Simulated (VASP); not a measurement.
Wanted: the native input for a VASP 6.6.1 run.

```yaml
Task: single point
Functional: PBE
Potentials_or_basis: VASP PAW PBE potentials, release 64 (Sr_sv)
Cutoff: 520 eV
k_mesh: 10 × 10 × 10
Occupations: gaussian, width 0.05 eV
Spin: no spin polarisation
Dipole_correction: no
Further_INCAR_settings: ALGO = Fast; EDIFF = 1e-06; NBANDS = 11
```

The structure of Sr lies in POSCAR:

```
Sr
1.0
   -2.4350000000      2.4350000000      2.4350000000
    2.4350000000     -2.4350000000      2.4350000000
    2.4350000000      2.4350000000     -2.4350000000
Sr
1
Direct
    0.0000000000      0.0000000000      0.0000000000
```

These files were run (other wordings do the same):

INCAR

```
  PREC = Accurate
  ENCUT = 520
  EDIFF = 1E-6
  ISMEAR = 0
  SIGMA = 0.05
  LREAL = F
  LASPH = T
  NELM = 80
  ALGO = Fast
  ISIF = 2
  LWAVE = F
  LCHARG = F
  GGA = PE
  NBANDS = 11
```

KPOINTS

```
regular mesh
0
Gamma
  10 10 10
```

Potentials or basis: VASP PAW PBE potentials, release 64 (Sr_sv).

Run with:

```bash
$ cat potpaw_PBE.64/Sr_sv/POTCAR > POTCAR
$ mpirun -np 1 vasp_std > vasp.out
```

It gave:

```yaml
Pressure: -0.8 GPa
Band_gap_on_the_k_mesh: zero (band 5 reaches 1.66 eV, above the bottom of band 6 at 1.35 eV)
```

It took 24 s on 1 thread of Intel(R) Xeon(R) Platinum 8175M CPU @ 2.50GHz (Skylake/Cascade Lake), with other jobs on the host, peak memory 0.18 GiB.
